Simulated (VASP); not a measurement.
# ReBi: single point with PBE

ReBi:

```
CELL_PARAMETERS angstrom
0.00000 3.13035 3.13035
3.13035 0.00000 3.13035
3.13035 3.13035 0.00000
ATOMIC_POSITIONS crystal
Re 0.00000 0.00000 0.00000
Bi 0.25000 0.25000 0.25000
```

| Item | Value |
| --- | --- |
| Program | VASP 6.6.1 |
| Task | single point |
| Functional | PBE |
| Potentials or basis | VASP PAW PBE potentials, release 64 (Re, Bi_d) |
| Cutoff | 520 eV |
| k mesh | 10 × 10 × 10 |
| Occupations | gaussian, width 0.05 eV |
| Spin | no spin polarisation |

* Pressure: -1.6 GPa
* Band gap on the k mesh: zero (bands 11 and 12 overlap by 0.02 eV)

Levels at points of the mesh, in eV from the Fermi level:
```tsv
k point	band 8	band 9	band 10	band 11	band 12	band 13	band 14	band 15
(0.00, 0.00, 0.00)	-2.47	-2.47	-0.17	-0.17	2.19	5.60	5.60	5.60
(0.50, 0.00, 0.00)	-2.18	-2.18	-0.04	-0.04	-0.02	3.11	3.11	3.96
(0.50, 0.50, 0.00)	-1.43	-1.43	-0.64	-0.14	0.01	0.92	0.92	5.51
```

It took 40 s on 1 thread of AMD EPYC 9R45 96-Core Processor (Zen 5), on a shared host, peak memory 0.2 GiB.

Caveat: spin-orbit coupling is left out, which moves the levels of the heavy elements.
